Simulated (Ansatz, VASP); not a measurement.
# One calculation of WC, two programs

File INCAR:

```
SYSTEM = WC
PREC = Accurate ; ENCUT = 520
EDIFF = 1E-6 ; ISMEAR = 0
SIGMA = 0.15 ; LREAL = .False.
LASPH = .True. ; NELM = 60
ALGO = Normal ; ISIF = 2
LWAVE = .False. ; LCHARG = .False.
GGA = PS ; NBANDS = 16
```

File KPOINTS:

```
regular mesh
0
Gamma
  24 24 22
  0 0 0
```

Contents of POSCAR:

```
WC
1.0
    2.8984136670      0.0000000000      0.0000000000
   -1.4492068335      2.5100998663      0.0000000000
    0.0000000000      0.0000000000      3.0538208559
W C
1 1
Direct
    0.0000000000      0.0000000000      0.0000000000
    0.6666666667      0.3333333333      0.5000000000
```

Input for Ansatz:

```yaml
crystal:
  lattice:
    - [2.898413667, 0.0, 0.0]
    - [-1.4492068335, 2.5100998663, 0.0]
    - [0.0, 0.0, 3.0538208559]
  atoms:
    - { symbol: W, position: [0.0, 0.0, 0.0] }
    - { symbol: C, position: [0.6666666667, 0.3333333333, 0.5] }
basis:
  ecutwfc: 420
kpoints:
  mp_grid: { grid: [24, 24, 22] }
hamiltonian:
  xc: pbesol
scf:
  occupations: { method: gaussian, width: 0.15 }
output:
  forces: true
  stress: true
  eigenvalues: true
  write_density: true
  write_potential: true
  elf: true
  volumetric_format: npy
```

Change from the starting cell: strain +0.000 along x and y, +0.080 along z, atoms carried along.

Alike in both runs: task single point; functional PBEsol; k mesh 24 × 24 × 22; occupations gaussian, width 0.15 eV; no spin polarisation.

|  | VASP | Ansatz |
| --- | --- | --- |
| version | VASP 6.6.1 | Ansatz 0.2.0 |
| potentials or method | VASP PAW PBE potentials, release 64 (W_sv, C), cutoff 520 eV | scalar-relativistic, plane waves, PAW |
| valence electrons in the cell | 18 | 18 |

|  | VASP | Ansatz | Ansatz less VASP |
| --- | --- | --- | --- |
| gap on the k mesh at the Fermi level (eV) | none | none | - |
| pressure (GPa) | -27.0 | -27.9 | -0.88 |
| traceless stress, the component that is largest in VASP (GPa) | -33.32 | -33.40 | -0.087 |

VASP's potentials were made for PBE, not for PBEsol. A gap of «none» marks a metal or a gap that the smearing closes. With one functional, cell and mesh, what is left measures potentials, basis and numerics.

Spin-orbit coupling is off throughout.
